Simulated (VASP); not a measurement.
# InO in VASP: a series of runs

Runs on InO. Level: PBE. Tasks: single point.

All numbers are computed with VASP 6.6.1; they aren't measurements. Logs are shortened: lines on timing, memory, paths and dates and some standing lists are left out, and cuts for length are marked.

## Step 1: The cell of the first run

The cell holds a slab with vacuum, 4 atoms: a = 3.501 Å, b = 3.501 Å, c = 15.451 Å, α = 90.00°, β = 90.00°, γ = 120.00°.

## Step 2: Single point, PBE

Input file INCAR:

```
  PREC = Accurate
  ENCUT = 520
  EDIFF = 1E-6
  ISMEAR = 0
  SIGMA = 0.03
  LREAL = F
  LASPH = T
  NELM = 60
  ALGO = Normal
  ISIF = 2
  LWAVE = F
  LCHARG = F
  GGA = PE
  NBANDS = 27
```

Input file KPOINTS:

```
regular mesh
0
Gamma
  12 12 4
```

Input file POSCAR:

```
InO
1.0
    3.5009294590      0.0000000000      0.0000000000
   -1.7504647295      3.0318938484      0.0000000000
    0.0000000000      0.0000000000     15.4508366886
In O
2 2
Direct
    0.6666666667      0.3333333333      0.5900210000
    0.6666666667      0.3333333333      0.4099790000
    0.0000000000      0.0000000000      0.6398670000
    0.0000000000      0.0000000000      0.3601330000
```

Potentials or basis: VASP PAW PBE potentials, release 64 (In_d, O).

Run with:

```bash
> cat potpaw_PBE.64/In_d/POTCAR potpaw_PBE.64/O/POTCAR > POTCAR
> mpirun -np 1 vasp_std > vasp.out
```

OUTCAR:

```text
PREC = Accurate
   ENCUT = 520
   EDIFF = 1E-6
   ISMEAR = 0
   LREAL = F
   LASPH = T
   NELM = 60
   ISIF = 2
   GGA = PE

 ion  position               nearest neighbor table
   1  0.667  0.333  0.590-   3 2.16   3 2.16   3 2.16   2 2.78
   2  0.667  0.333  0.410-   4 2.16   4 2.16   4 2.16   1 2.78
   3  0.000  0.000  0.640-   1 2.16   1 2.16   1 2.16
   4  0.000  0.000  0.360-   2 2.16   2 2.16   2 2.16

  LATTYP: Found a hexagonal cell.
 ALAT       =     3.5009294590
 C/A-ratio  =     4.4133527595

  Lattice vectors:

 A1 = (   3.5009294590,   0.0000000000,   0.0000000000)
 A2 = (  -1.7504647295,   3.0318938484,   0.0000000000)
 A3 = (   0.0000000000,   0.0000000000,  15.4508366886)

Analysis of symmetry for initial positions (statically):
=====================================================================
 Subroutine PRICEL returns:
 Original cell was already a primitive cell.

 Routine SETGRP: Setting up the symmetry group for a
 hexagonal supercell.

 Subroutine GETGRP returns: Found 12 space group operations
 (whereof 12 operations were pure point group operations)
 out of a pool of 24 trial point group operations.

The static configuration has the point symmetry D_3h.

Analysis of symmetry for dynamics (positions and initial velocities):
=====================================================================
 Subroutine PRICEL returns:
 Original cell was already a primitive cell.

 Routine SETGRP: Setting up the symmetry group for a
 hexagonal supercell.

 Subroutine GETGRP returns: Found 12 space group operations
 (whereof 12 operations were pure point group operations)
 out of a pool of 24 trial point group operations.

The dynamic configuration has the point symmetry D_3h.

 Subroutine INISYM returns: Found 12 space group operations
 (whereof 12 operations are pure point group operations),
 and found     1 'primitive' translations

----------------------------------------------------------------------------------------

                                     Primitive cell

  volume of cell :     164.0021

  direct lattice vectors                    reciprocal lattice vectors
     3.500929459  0.000000000  0.000000000     0.285638432  0.164913425  0.000000000
    -1.750464729  3.031893848  0.000000000     0.000000000  0.329826851  0.000000000
     0.000000000  0.000000000 15.450836689     0.000000000  0.000000000  0.064721414

  length of vectors
     3.500929459  3.500929459 15.450836689     0.329826851  0.329826851  0.064721414

  position of ions in fractional coordinates (direct lattice)
     0.666666667  0.333333333  0.590021000
     0.666666667  0.333333333  0.409979000
     0.000000000  0.000000000  0.639867000
     0.000000000  0.000000000  0.360133000

  ion indices of the primitive-cell ions
   primitive index   ion index
                 1           1
                 2           2
                 3           3
                 4           4

----------------------------------------------------------------------------------------

 KPOINTS: regular mesh

Automatic generation of k-mesh.
 Grid dimensions read from file:
 generate k-points for:   12   12    4

 Generating k-lattice:

  Cartesian coordinates                     Fractional coordinates (reciprocal lattice)
     0.023803203  0.013742785  0.000000000     0.083333333  0.000000000  0.000000000
     0.000000000  0.027485571  0.000000000     0.000000000  0.083333333  0.000000000
     0.000000000  0.000000000  0.016180354     0.000000000  0.000000000  0.250000000

  Length of vectors
     0.027485571  0.027485571  0.016180354

  Shift w.r.t. Gamma in fractional coordinates (k-lattice)
     0.000000000  0.000000000  0.000000000

 Subroutine IBZKPT returns following result:
 ===========================================

 Found     57 irreducible k-points:

 Following reciprocal coordinates:
            Coordinates               Weight
  0.000000  0.000000  0.000000      1.000000
  0.083333  0.000000  0.000000      6.000000
  0.166667 -0.000000  0.000000      6.000000
[... 42 lines left out ...]
  ---------------------------------------------------
  free energy    TOTEN  =       -19.39272162 eV

  energy without entropy =      -19.39272162  energy(sigma->0) =      -19.39272162

 E-fermi :  -1.5632     XC(G=0):  -4.9229

 val. band max:       -1.7075582602   @ k =   0.3333   0.3333   0.2500
 cond. band min:      -1.2641420127   @ k =   0.0000   0.0000   0.5000
 fundamental gap:      0.4434162475
 Fermi energy:        -1.5631911442

 k-point     1 :       0.0000    0.0000    0.0000
  band No.  band energies     occupation
      1     -19.1095      2.00000
      2     -19.0853      2.00000
      3     -15.1656      2.00000
      4     -15.1438      2.00000
      5     -15.1438      2.00000
      6     -15.0859      2.00000
[... 19 lines left out ...]
     26       7.3409      0.00000
     27       7.3409      0.00000

 k-point     2 :       0.0833    0.0000    0.0000
  band No.  band energies     occupation
      1     -19.1001      2.00000
      2     -19.0772      2.00000
      3     -15.2187      2.00000
      4     -15.1298      2.00000
      5     -15.0691      2.00000
      6     -15.0665      2.00000
[... 19 lines left out ...]
     26       6.8318      0.00000
     27       7.2432      0.00000

 k-point     3 :       0.1667   -0.0000    0.0000
  band No.  band energies     occupation
      1     -19.0764      2.00000
      2     -19.0566      2.00000
      3     -15.2477      2.00000
      4     -15.0966      2.00000
      5     -15.0233      2.00000
      6     -15.0100      2.00000
[... 19 lines left out ...]
     26       7.0151      0.00000
     27       7.0755      0.00000

 k-point     4 :       0.2500    0.0000    0.0000
  band No.  band energies     occupation
      1     -19.0485      2.00000
      2     -19.0321      2.00000
      3     -15.2497      2.00000
      4     -15.0677      2.00000
      5     -15.0076      2.00000
      6     -14.9624      2.00000
[... 19 lines left out ...]
     26       6.7656      0.00000
     27       7.5146      0.00000
[... 516 lines left out ...]
      4     -15.0966      2.00000
      5     -15.0233      2.00000
      6     -15.0100      2.00000
[... 19 lines left out ...]
     26       7.0151      0.00000
     27       7.4150      0.00000

 k-point    23 :       0.2500    0.0000    0.2500
  band No.  band energies     occupation
      1     -19.0485      2.00000
      2     -19.0321      2.00000
      3     -15.2497      2.00000
      4     -15.0677      2.00000
      5     -15.0077      2.00000
      6     -14.9624      2.00000
[... 19 lines left out ...]
     26       6.7656      0.00000
     27       7.0613      0.00000

 k-point    24 :       0.3333    0.0000    0.2500
  band No.  band energies     occupation
      1     -19.0256      2.00000
      2     -19.0118      2.00000
      3     -15.2393      2.00000
      4     -15.0571      2.00000
      5     -15.0345      2.00000
      6     -14.9068      2.00000
[... 19 lines left out ...]
     26       6.5626      0.00000
     27       7.5312      0.00000

 [... further k-points ...]
[... 5 lines left out ...]
  --------------------------------------------------------------------------------------
  -------------------------------------------------------------------------------------
  Total       -1.4115372     -1.4115372      0.9269754      0.0000000      0.0000000      0.0000000
  in kB      -13.7896601    -13.7896601      9.0558544      0.0000000      0.0000000      0.0000000
  external PRESSURE =      -6.1744886 kB  Pullay stress =       0.0000000 kB

 VOLUME and BASIS-vectors are now :
 -----------------------------------------------------------------------------
  energy-cutoff  :      520.00
  volume of cell :      164.00
      direct lattice vectors                 reciprocal lattice vectors
     3.500929459  0.000000000  0.000000000     0.285638432  0.164913425  0.000000000
    -1.750464729  3.031893848  0.000000000     0.000000000  0.329826851  0.000000000
     0.000000000  0.000000000 15.450836689     0.000000000  0.000000000  0.064721414

 POSITION                                       TOTAL-FORCE (eV/Angst)
 -----------------------------------------------------------------------------------
      1.75046      1.01063      9.11632        -0.000000      0.000000      0.457188
      1.75046      1.01063      6.33452         0.000000      0.000000     -0.457188
      0.00000      0.00000      9.88648        -0.000000     -0.000000     -0.065428
      0.00000      0.00000      5.56436        -0.000000     -0.000000      0.065428
 -----------------------------------------------------------------------------------
    total drift:                               -0.000001      0.000001      0.000000

  FREE ENERGIE OF THE ION-ELECTRON SYSTEM (eV)
  ---------------------------------------------------
  free  energy   TOTEN  =       -19.3927216212 eV

  energy  without entropy=      -19.3927216212  energy(sigma->0) =      -19.39272162
```

Run time: 7.5 min. Hardware: 1 thread of Intel Xeon 6975P-C, shared host; peak memory 0.43 GiB.

What came out:

| Property | Result |
| --- | --- |
| Free energy | -19.3927 eV |
| Largest force | 0.457 eV/Å |
| Band gap on the k mesh | 0.44 eV, indirect (least direct gap 1.02 eV) |

Forces in eV/Å, atoms in the order of the input:
```
In   0.000  0.000  0.457
In   0.000  0.000 -0.457
O    0.000  0.000 -0.065
O    0.000  0.000  0.065
```

Levels at points of the mesh, in eV from the valence-band top:
| k point | band 15 | band 16 | band 17 | band 18 | band 19 | band 20 | band 21 | band 22 | band 23 | band 24 |
| --- | --- | --- | --- | --- | --- | --- | --- | --- | --- | --- |
| (0.00, 0.00, 0.00) | -1.59 | -1.59 | -1.55 | -1.55 | -0.58 | 0.44 | 3.38 | 6.22 | 6.31 | 8.38 |
| (0.50, 0.00, 0.00) | -2.47 | -2.43 | -2.35 | -1.71 | -0.15 | 2.40 | 4.20 | 5.67 | 6.76 | 8.10 |
| (0.00, 0.00, 0.50) | -1.59 | -1.59 | -1.55 | -1.55 | -0.58 | 0.44 | 3.38 | 6.00 | 6.74 | 7.58 |
| (0.50, 0.00, 0.50) | -2.47 | -2.43 | -2.35 | -1.71 | -0.15 | 2.40 | 4.20 | 5.67 | 6.76 | 8.10 |

Caveat: spin-orbit coupling is left out, which moves the levels of the heavy elements.

## Step 3: Single point, PBE

This run uses another cell than the first one, of the same volume but with other edges.

Input file INCAR:

```
SYSTEM = InO
PREC = Accurate
ENCUT = 520
EDIFF = 1E-6
ISMEAR = 0
SIGMA = 0.03
LREAL = .False.
LASPH = .True.
NELM = 100
ALGO = Normal
ISIF = 2
LWAVE = .False.
LCHARG = .True.
GGA = PE
LELF = .True.
LVHAR = .True.
NBANDS = 27
```

Input file KPOINTS:

```
regular mesh
0
Gamma
  12 12 4
  0 0 0
```

Input file POSCAR:

```
InO
1.0
    3.3979006105      0.0000000000      0.0000000000
   -1.6989503053      2.9426682482      0.0000000000
    0.0000000000      0.0000000000     16.4020216013
In O
2 2
Direct
    0.6666666667      0.3333333333      0.5900210000
    0.6666666667      0.3333333333      0.4099790000
    0.0000000000      0.0000000000      0.6398670000
    0.0000000000      0.0000000000      0.3601330000
```

Potentials or basis: VASP PAW PBE potentials, release 64 (In_d, O).

Run with:

```bash
> cat potpaw_PBE.64/In_d/POTCAR potpaw_PBE.64/O/POTCAR > POTCAR
> mpirun -np 1 vasp_std > vasp.out
```

Run time: 7.8 min. Hardware: 1 thread of Intel Xeon 6975P-C, shared host; peak memory 0.43 GiB.

The run converged. Its results:

| Quantity | Value |
| --- | --- |
| Free energy | -19.3782 eV |
| Largest force | 0.452 eV/Å |
| Band gap on the k mesh | 0.21 eV, indirect (least direct gap 1.16 eV) |

Forces on the atoms (eV/Å):
```
In   0.000  0.000 -0.452
In   0.000  0.000  0.452
O    0.000  0.000  0.066
O    0.000  0.000 -0.066
```

Levels at points of the mesh, in eV from the valence-band top:
| k point | band 15 | band 16 | band 17 | band 18 | band 19 | band 20 | band 21 | band 22 | band 23 | band 24 |
| --- | --- | --- | --- | --- | --- | --- | --- | --- | --- | --- |
| (0.00, 0.00, 0.00) | -1.87 | -1.87 | -1.85 | -1.85 | -0.95 | 0.21 | 3.13 | 5.99 | 6.07 | 7.64 |
| (0.50, 0.00, 0.00) | -2.82 | -2.78 | -2.69 | -2.27 | -0.33 | 2.18 | 3.99 | 4.99 | 6.95 | 8.39 |
| (0.00, 0.00, 0.50) | -1.87 | -1.87 | -1.85 | -1.85 | -0.95 | 0.21 | 3.14 | 5.80 | 6.48 | 7.01 |
| (0.50, 0.00, 0.50) | -2.82 | -2.78 | -2.69 | -2.27 | -0.33 | 2.18 | 3.99 | 4.99 | 6.95 | 8.39 |

Caveat: spin-orbit coupling is left out, which moves the levels of the heavy elements.

## Step 4: Single point, PBE

This run uses another cell than the first one, of the same volume but with other edges.

Input file INCAR:

```
PREC = Accurate
ENCUT = 520
EDIFF = 1E-7
ISMEAR = 0
SIGMA = 0.03
LREAL = F
LASPH = T
NELM = 80
ALGO = Normal
ISIF = 2
LWAVE = F
LCHARG = F
GGA = PE
NBANDS = 27
```

Input file KPOINTS:

```
regular mesh
0
Gamma
  12 12 4
```

Input file POSCAR:

```
InO
1.0
    3.7202926898      0.0000000000      0.0000000000
   -1.8601463449      3.2218679788      0.0000000000
    0.0000000000      0.0000000000     13.6824700068
In O
2 2
Direct
    0.6666666667      0.3333333333      0.5900210000
    0.6666666667      0.3333333333      0.4099790000
    0.0000000000      0.0000000000      0.6398670000
    0.0000000000      0.0000000000      0.3601330000
```

Run with:

```bash
> cat potpaw_PBE.64/In_d/POTCAR potpaw_PBE.64/O/POTCAR > POTCAR
> mpirun -np 1 vasp_std > vasp.out
```

It took 8.7 min on 1 thread of Intel Xeon 6975P-C, shared host; peak memory 0.4 GiB.

It converged, with:

| Item | Value |
| --- | --- |
| Free energy | -18.3965 eV |
| Largest force | 3.641 eV/Å |
| Band gap on the k mesh | 0.12 eV, indirect (least direct gap 0.74 eV) |

Forces in eV/Å, atoms in the order of the input:
```
In   0.000  0.000  3.641
In   0.000  0.000 -3.641
O    0.000  0.000 -0.195
O    0.000  0.000  0.195
```

Levels at points of the mesh, in eV from the valence-band top:
```
           k point  band 15  band 16  band 17  band 18  band 19  band 20  band 21  band 22  band 23  band 24
(0.00, 0.00, 0.00)    -1.60    -1.60    -1.51    -1.51    -0.62     0.12     3.36     5.96     6.35     7.24
(0.50, 0.00, 0.00)    -2.41    -2.26    -2.16    -1.18    -0.26     2.24     3.65     5.80     6.14     7.01
(0.00, 0.00, 0.50)    -1.60    -1.60    -1.51    -1.51    -0.62     0.12     3.36     5.74     6.80     7.24
(0.50, 0.00, 0.50)    -2.41    -2.26    -2.16    -1.18    -0.26     2.24     3.65     5.80     6.14     7.01
```

Caveat: spin-orbit coupling is left out, which moves the levels of the heavy elements.

## Step 5: Single point, PBE

This run uses another cell than the first one, of the same volume but with other edges.

Input file INCAR:

```
SYSTEM = InO
PREC = Accurate
ENCUT = 520
EDIFF = 1E-6
ISMEAR = 0
SIGMA = 0.03
LREAL = .FALSE.
LASPH = .TRUE.
NELM = 80
ALGO = Normal
ISIF = 2
LWAVE = .FALSE.
LCHARG = .FALSE.
GGA = PE
NBANDS = 27
```

Input file KPOINTS:

```
Automatic mesh
0
G
  12 12 4
  0 0 0
```

Input file POSCAR:

```
InO
1.0
    3.2499750169      0.0000000000      0.0000000000
   -1.6249875085      2.8145609263      0.0000000000
    0.0000000000      0.0000000000     17.9291077610
In O
2 2
Direct
    0.6666666667      0.3333333333      0.5900210000
    0.6666666667      0.3333333333      0.4099790000
    0.0000000000      0.0000000000      0.6398670000
    0.0000000000      0.0000000000      0.3601330000
```

Run with:

```bash
> cat potpaw_PBE.64/In_d/POTCAR potpaw_PBE.64/O/POTCAR > POTCAR
> mpirun -np 1 vasp_std > vasp.out
```

It took 11 min on 1 thread of AMD EPYC 7R13, shared host; peak memory 0.36 GiB.

The run converged. Its results:

```yaml
Free_energy: -18.8260 eV
Largest_force: 1.296 eV/Å
Band_gap_on_the_k_mesh: zero (band 19 reaches -1.17 eV, above the bottom of band 20 at -1.58 eV)
```

Forces on the atoms (eV/Å):
```
In   0.000  0.000 -1.296
In   0.000  0.000  1.296
O    0.000  0.000  0.324
O    0.000  0.000 -0.324
```

Levels at points of the mesh, in eV from the Fermi level:
```tsv
k point	band 15	band 16	band 17	band 18	band 19	band 20	band 21	band 22	band 23	band 24
(0.00, 0.00, 0.00)	-2.18	-2.18	-2.17	-2.17	-1.53	-0.25	2.90	5.51	5.95	6.78
(0.50, 0.00, 0.00)	-3.36	-3.11	-3.06	-3.02	-0.47	1.89	3.31	4.17	7.29	8.87
(0.00, 0.00, 0.50)	-2.18	-2.18	-2.17	-2.17	-1.53	-0.25	2.90	5.46	6.23	6.36
(0.50, 0.00, 0.50)	-3.36	-3.11	-3.06	-3.02	-0.47	1.89	3.31	4.17	7.29	8.86
```

Caveat: spin-orbit coupling is left out, which moves the levels of the heavy elements.

## Step 6: Single point, PBE

This run uses another cell than the first one, of the same volume but with other edges.

Input file INCAR:

```
SYSTEM = InO
ALGO = Normal
EDIFF = 1E-6
ENCUT = 520
GGA = PE
ISIF = 2
ISMEAR = 0
LASPH = .True.
LCHARG = .True.
LELF = .True.
LREAL = .False.
LVHAR = .True.
LWAVE = .False.
NBANDS = 27
NELM = 60
PREC = Accurate
SIGMA = 0.03
```

Input file KPOINTS:

```
k-points
0
Gamma
  12 12 4
  0 0 0
```

Input file POSCAR:

```
InO
1.0
    3.1644093112      0.0000000000      0.0000000000
   -1.5822046556      2.7404588514      0.0000000000
    0.0000000000      0.0000000000     18.9118238907
In O
2 2
Direct
    0.6666666667      0.3333333333      0.5900210000
    0.6666666667      0.3333333333      0.4099790000
    0.0000000000      0.0000000000      0.6398670000
    0.0000000000      0.0000000000      0.3601330000
```

Potentials or basis: VASP PAW PBE potentials, release 64 (In_d, O).

Run with:

```bash
> cat potpaw_PBE.64/In_d/POTCAR potpaw_PBE.64/O/POTCAR > POTCAR
> mpirun -np 1 vasp_std > vasp.out
```

It took 12 min on 1 thread of AMD EPYC 7R13, shared host; peak memory 0.37 GiB.

Results (log left out):

```
Free energy            : -18.2525 eV
Largest force          : 1.418 eV/Å
Band gap on the k mesh : zero (band 19 reaches -1.03 eV, above the bottom of band 20 at -1.89 eV)
```

Forces in eV/Å, atoms in the order of the input:
```
In   0.000  0.000 -1.418
In   0.000  0.000  1.418
O    0.000  0.000  0.483
O    0.000  0.000 -0.483
```

Levels at points of the mesh, in eV from the Fermi level:
```csv
k point,band 16,band 17,band 18,band 19,band 20,band 21,band 22,band 23
"(0.00, 0.00, 0.00)",-2.23,-2.22,-2.22,-1.84,-0.57,2.85,5.27,6.02
"(0.50, 0.00, 0.00)",-3.36,-3.16,-3.13,-0.52,1.75,2.74,3.80,7.54
"(0.00, 0.00, 0.50)",-2.23,-2.22,-2.22,-1.84,-0.57,2.86,5.26,6.24
"(0.50, 0.00, 0.50)",-3.36,-3.16,-3.13,-0.52,1.75,2.74,3.80,7.54
```

Caveat: spin-orbit coupling is left out, which moves the levels of the heavy elements.

## Step 7: Summary

```tsv
cell	gap on the mesh (eV)	largest force (eV/Å)
a = 3.501, b = 3.501, c = 15.451 Å, angles 90.0, 90.0, 120.0°, 4 atoms	0.44	0.46
a = 3.398, b = 3.398, c = 16.402 Å, angles 90.0, 90.0, 120.0°, 4 atoms	0.21	0.45
a = 3.720, b = 3.720, c = 13.682 Å, angles 90.0, 90.0, 120.0°, 4 atoms	0.12	3.64
a = 3.250, b = 3.250, c = 17.929 Å, angles 90.0, 90.0, 120.0°, 4 atoms	none	1.30
a = 3.164, b = 3.164, c = 18.912 Å, angles 90.0, 90.0, 120.0°, 4 atoms	none	1.42
```

Alike in all rows: task single point; level PBE; potentials or basis VASP PAW PBE potentials, release 64 (In_d, O); no spin polarisation; k mesh 12 × 12 × 4; cutoff (eV) 520; smearing gaussian 0.03 eV.

Caveats: spin-orbit coupling is left out, which moves the levels of the heavy elements.

Absolute energies hang on the potentials; compare differences alone.
